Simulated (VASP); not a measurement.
Here is a VASP 6.6.1 calculation.

INCAR

```
SYSTEM = Be
PREC = Accurate
ENCUT = 600
EDIFF = 1E-6
ISMEAR = -1
SIGMA = 0.1
LREAL = .FALSE.
LASPH = .TRUE.
NELM = 80
ALGO = Normal
ISIF = 3
LWAVE = .FALSE.
LCHARG = .FALSE.
IBRION = 2
NSW = 60
EDIFFG = -0.005
PSTRESS = 370.0
```

File KPOINTS:

```
Automatic mesh
0
G
  22 22 22
  0 0 0
```

Contents of POSCAR:

```
Be
1.0
    0.0000000000      1.4525785175      1.4525785175
    1.4525785175      0.0000000000      1.4525785175
    1.4525785175      1.4525785175      0.0000000000
Be
1
Direct
    0.0000000000      0.0000000000      0.0000000000
```

Potentials or basis: VASP PAW LDA potentials, release 64 (Be).

Command:

```bash
$ cat potpaw_LDA.64/Be/POTCAR > POTCAR
$ mpirun -np 1 vasp_std > vasp.out
```

**Question.** What does it give for the band gap on the k mesh?

**Answer.** Zero (band 1 reaches 9.96 eV, above the bottom of band 2 at 9.12 eV).

**Question.** Predict the relaxed volume.

**Answer.** 6.15 Å³/atom.

**Question.** Predict the space group after relaxing (to 0.05 Å).

**Answer.** Fm-3m (No. 225).

The path:
```csv
step,energy change (eV),largest force (eV/Å),pressure (GPa),volume (Å³)
1,0.0000,0.0000,37.93,6.13
2,-0.0073,0.0000,36.67,6.16
3,-0.0054,0.0000,37.00,6.15
```

Caveat: the cell is relaxed towards a set pressure, so the enthalpy falls and the energy may rise.
